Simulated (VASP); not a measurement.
Write the native input for VASP 6.6.1 that does the following.

| Item | Value |
| --- | --- |
| Task | single point |
| Functional | PBE |
| Potentials or basis | VASP PAW PBE potentials, release 64 (Pb_d, O) |
| Cutoff | 520 eV |
| k mesh | 13 × 13 × 13 |
| Occupations | fermi-dirac, width 0.05 eV |
| Spin | no spin polarisation |
| Dipole correction | no |
| Further INCAR settings | ALGO = Normal; EDIFF = 1e-07; NBANDS = 17 |

The structure of PbO (CsCl type) lies in POSCAR:

```
PbO
1.0
    2.7113810880      0.0000000000      0.0000000000
    0.0000000000      2.7113810880      0.0000000000
    0.0000000000      0.0000000000      2.7113810880
Pb O
1 1
Direct
    0.0000000000      0.0000000000      0.0000000000
    0.5000000000      0.5000000000      0.5000000000
```

The input as run:

INCAR

```
SYSTEM = PbO
  ALGO = Normal
  EDIFF = 1E-7
  ENCUT = 520
  GGA = PE
  ISIF = 2
  ISMEAR = -1
  LASPH = .TRUE.
  LCHARG = .TRUE.
  LELF = .TRUE.
  LREAL = .FALSE.
  LVHAR = .TRUE.
  LWAVE = .FALSE.
  NBANDS = 17
  NELM = 100
  PREC = Accurate
  SIGMA = 0.05
```

KPOINTS

```
k-points
0
G
  13 13 13
  0 0 0
```

Potentials or basis: VASP PAW PBE potentials, release 64 (Pb_d, O).

Launch:

```sh
$ cat potpaw_PBE.64/Pb_d/POTCAR potpaw_PBE.64/O/POTCAR > POTCAR
$ mpirun -np 1 vasp_std > vasp.out
```

It gave:

```json
{"Pressure": "158.5 GPa", "Band gap on the k mesh": "zero (band 10 reaches 16.00 eV, above the bottom of band 11 at 15.48 eV)"}
```

Caveat: spin-orbit coupling is left out, which moves the levels of the heavy elements.

Wall time 34 s on 1 thread of Intel Xeon 8259CL (shared host), peak memory 0.15 GiB.
